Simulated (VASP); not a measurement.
Wanted: the native input for a VASP 6.6.1 run.

```yaml
Task: single point
Functional: r2SCAN
Potentials_or_basis: VASP PAW PBE potentials, release 64 (Gd, N)
Cutoff: 520 eV
k_mesh: 12 × 12 × 12
Occupations: gaussian, width 0.05 eV
Spin: collinear spin, ferromagnetic start
Starting_moments: "[7.62, 0.0] μB"
Dipole_correction: no
Further_INCAR_settings: ALGO = Normal; EDIFF = 1e-06; NBANDS = 22
```

Crystal: GdN.

```
CELL_PARAMETERS angstrom
0.00000 2.50302 2.50302
2.50302 0.00000 2.50302
2.50302 2.50302 0.00000
ATOMIC_POSITIONS crystal
Gd 0.50000 0.50000 0.50000
N 0.00000 0.00000 0.00000
```

One way to write it, as run:

POSCAR

```
GdN
1.0
    0.0000000000      2.5030210884      2.5030210884
    2.5030210884      0.0000000000      2.5030210884
    2.5030210884      2.5030210884      0.0000000000
Gd N
1 1
Direct
    0.5000000000      0.5000000000      0.5000000000
    0.0000000000      0.0000000000      0.0000000000
```

INCAR.step1

```
PREC = Accurate
ENCUT = 520
ISMEAR = 0
SIGMA = 0.05
LREAL = False
LASPH = True
NELM = 150
ISPIN = 2
MAGMOM = 7.62 0
LMAXMIX = 6
NBANDS = 22
GGA = PE
ALGO = Normal
EDIFF = 1E-4
LWAVE = True
LCHARG = False
```

INCAR.step2

```
PREC = Accurate
ENCUT = 520
EDIFF = 1E-6
ISMEAR = 0
SIGMA = 0.05
LREAL = False
LASPH = True
NELM = 150
ALGO = Normal
ISIF = 2
LWAVE = False
LCHARG = False
ISPIN = 2
MAGMOM = 7.62 0
LORBIT = 11
LMAXMIX = 6
METAGGA = R2SCAN
LMIXTAU = True
NBANDS = 22
ISTART = 1
```

KPOINTS

```
Automatic mesh
0
Gamma
  12 12 12
```

Potentials or basis: VASP PAW PBE potentials, release 64 (Gd, N).

Run with:

```sh
$ cat potpaw_PBE.64/Gd/POTCAR potpaw_PBE.64/N/POTCAR > POTCAR
$ cp INCAR.step1 INCAR
$ mpirun -np 1 vasp_std > vasp.out
$ cp INCAR.step2 INCAR
$ mpirun -np 1 vasp_std > vasp.out
```

It gave:

| Item | Value |
| --- | --- |
| Pressure | -3.0 GPa |
| Band gap on the k mesh | zero (filled and empty bands overlap) |
| Net moment | 7.00 μB per cell |
| Site moments | Gd +6.79; N -0.12 μB |
| Valence electrons inside the program's atomic spheres | Gd 15.22; N 3.66 |

Caveat: the PAW data sets were made with another functional, which shifts forces and pressure a little; spin-orbit coupling is left out, which moves the levels of the heavy elements; a cell with one magnetic atom can't hold antiferromagnetic order, which such compounds often take; semilocal functionals describe open f shells poorly, which spoils levels, moments and volumes.

Wall time 4.8 min on 1 thread of Intel(R) Xeon(R) 6975P-C (Granite Rapids), on a shared host, peak memory 0.25 GiB.
